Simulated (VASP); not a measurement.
HfB:

```
CELL_PARAMETERS angstrom
0.00000 2.31000 2.31000
2.31000 0.00000 2.31000
2.31000 2.31000 0.00000
ATOMIC_POSITIONS crystal
Hf 0.50000 0.50000 0.50000
B 0.00000 0.00000 0.00000
```

| Item | Value |
| --- | --- |
| Program | VASP 6.6.1 |
| Task | relaxation of cell and atoms |
| Functional | r2SCAN |
| Potentials or basis | VASP PAW PBE potentials, release 64 (Hf_pv, B) |
| Cutoff | 600 eV |
| k mesh | 10 × 10 × 10 |
| Occupations | fermi-dirac, width 0.05 eV |
| Spin | no spin polarisation |

At the start: pressure 29.6 GPa; volume 12.33 Å³/atom.

Task: Where does the relaxation end?

Result: Over 15 steps the energy falls by 143.1 meV/atom and the volume is 14.04 Å³/atom (+13.9 %); space group Fm-3m (No. 225, to 0.1 Å) before and after.

The path:
```csv
step,energy change (eV),largest force (eV/Å),pressure (GPa),volume (Å³)
1,0.0000,0.0000,29.57,24.65
2,0.1762,0.0000,-22.85,33.69
3,-0.2858,0.0000,-0.98,28.24
4,-0.2862,0.0000,-0.13,28.11
5,-0.2861,0.0000,0.44,28.04
6,-0.2861,0.0000,0.33,28.04
7,-0.2862,0.0000,0.34,28.04
8,-0.2862,0.0000,0.27,28.04
9,-0.2862,0.0000,0.27,28.04
10,-0.2862,0.0000,0.27,28.05
11,-0.2862,0.0000,0.27,28.05
12,-0.2862,0.0000,0.27,28.05
13,-0.2862,0.0000,0.27,28.05
14,-0.2862,0.0000,0.26,28.06
15,-0.2862,0.0000,0.05,28.08
```

Final structure:
```
Hf B
1.0
     0.00000    2.41233    2.41233
     2.41233    0.00000    2.41233
     2.41233    2.41233    0.00000
Hf B
1 1
Direct
  0.50000 0.50000 0.50000
  0.00000 0.00000 0.00000
```

Caveat: the PAW data sets were made with another functional, which shifts forces and pressure a little.
